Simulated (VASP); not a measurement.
TaN:

```
CELL_PARAMETERS angstrom
0.00000 2.17900 2.17900
2.17900 0.00000 2.17900
2.17900 2.17900 0.00000
ATOMIC_POSITIONS crystal
Ta 0.50000 0.50000 0.50000
N 0.00000 0.00000 0.00000
```

Base run:

```yaml
Program: VASP 6.6.1
Functional: PBE
Potentials_or_basis: VASP PAW PBE potentials, release 64 (Ta_pv, N)
Cutoff: 520 eV
k_mesh: 16 × 16 × 16
Occupations: gaussian, width 0.05 eV
Spin: no spin polarisation
```

Its results: band gap on the k mesh zero (band 8 reaches 11.85 eV, above the bottom of band 9 at 7.68 eV); pressure 15.6 GPa.

Q: The run is repeated on the same cell with these changes: potentials or basis from VASP PAW PBE potentials, release 64 (Ta_pv, N) to VASP PAW PBE potentials, release 64 (Ta_sv_GW, N); cutoff from 520 eV to 600 eV; further incar settings from ALGO = Normal; EDIFF = 1e-06; NBANDS = 15 to ALGO = Normal; EDIFF = 1e-06; NBANDS = 16; valence electrons from 16 to 18. What comes out?

A: Band gap on the k mesh zero (band 9 reaches 16.24 eV, above the bottom of band 10 at 12.07 eV); pressure 14.6 GPa.

Caveats: spin-orbit coupling is left out, which moves the levels of the heavy elements.
